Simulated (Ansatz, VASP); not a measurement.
AgCl: VASP beside Ansatz

```
Ag Cl
1.0
     1.86314   -5.55611    0.00000
     1.86314    5.55611    0.00000
     0.00000    0.00000    3.94200
Ag Cl
2 2
Cartesian
  1.8631 1.1581 2.9565
  1.8631 -1.1581 0.9855
  1.8631 -4.0662 0.9855
  1.8631 4.0662 2.9565
```

Alike in both runs: task single point; functional LDA; k mesh 8 × 8 × 6; no spin polarisation.

```csv
,VASP,Ansatz
version,VASP 6.6.1,Ansatz 0.2.0
potentials or method,"VASP PAW LDA potentials, release 64 (Ag, Cl)","plane waves, PAW"
plane-wave cutoff (eV),520,420
occupations,"gaussian, width 0.01 eV",fixed
valence electrons in the cell,36,52
```

VASP gave:

```
gap on the k mesh at the Fermi level (eV)                     : 0.22
pressure (GPa)                                                : -6.0
traceless stress, the component that is largest in VASP (GPa) : 0.93
rms of the force components (eV/Å)                            : 0.018
```

Q: Estimate Ansatz's values.

A: gap on the k mesh at the Fermi level (eV): 0.19; pressure (GPa): -6.0; traceless stress, the component that is largest in VASP (GPa): 0.94; rms of the force components (eV/Å): 0.018.

LDA's correlation is that of Perdew and Zunger in VASP and of Perdew and Wang (1992) in Ansatz. Atom by atom the forces differ by 0.002 eV/Å (rms over components). VASP's potentials hold 36 valence electrons a cell and Ansatz's 52, so a difference there can come from the potentials and not from the codes.
